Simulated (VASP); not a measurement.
Wanted: the native input for a VASP 6.6.1 run.

* Task: single point
* Functional: LDA
* Potentials or basis: VASP PAW LDA potentials, release 64 (Cu_sv_GW)
* Cutoff: 820 eV
* k mesh: 26 × 26 × 26
* Occupations: gaussian, width 0.15 eV
* Spin: no spin polarisation
* Dipole correction: no
* Further INCAR settings: ALGO = Normal; EDIFF = 1e-06; NBANDS = 16

The structure of Cu lies in POSCAR:

```
Cu
1.0
   -1.3577204963      1.3577204963      1.5539306677
    1.3577204963     -1.3577204963      1.5539306677
    1.3577204963      1.3577204963     -1.5539306677
Cu
1
Direct
    0.0000000000      0.0000000000      0.0000000000
```

This cell differs from its parent crystal: ratio of the length along z to the lengths across it x 1.2, volume and fractional coordinates fixed.

One way to write it, as run:

INCAR

```
SYSTEM = Cu
  PREC = Accurate
  ENCUT = 820
  EDIFF = 1E-6
  ISMEAR = 0
  SIGMA = 0.15
  LREAL = .False.
  LASPH = .True.
  NELM = 120
  ALGO = Normal
  ISIF = 2
  LWAVE = .False.
  LCHARG = .True.
  GGA = CA
  LELF = .True.
  LVHAR = .True.
  NBANDS = 16
  GGA_COMPAT = .False.
```

KPOINTS

```
regular mesh
0
Gamma
  26 26 26
  0 0 0
```

Potentials or basis: VASP PAW LDA potentials, release 64 (Cu_sv_GW).

The run is started by

```console
$ cat potpaw_LDA.64/Cu_sv_GW/POTCAR > POTCAR
$ mpirun -np 1 vasp_std > vasp.out
```

It gave:

- Pressure: -8.5 GPa
- Band gap on the k mesh: zero (an odd number of electrons rules out a gap without spin polarisation)

Caveat: the cell stands under tension.

It took 11 min on 1 thread of AMD EPYC 7R43 64-Core Processor (Zen 3) (shared host), peak memory 0.59 GiB.
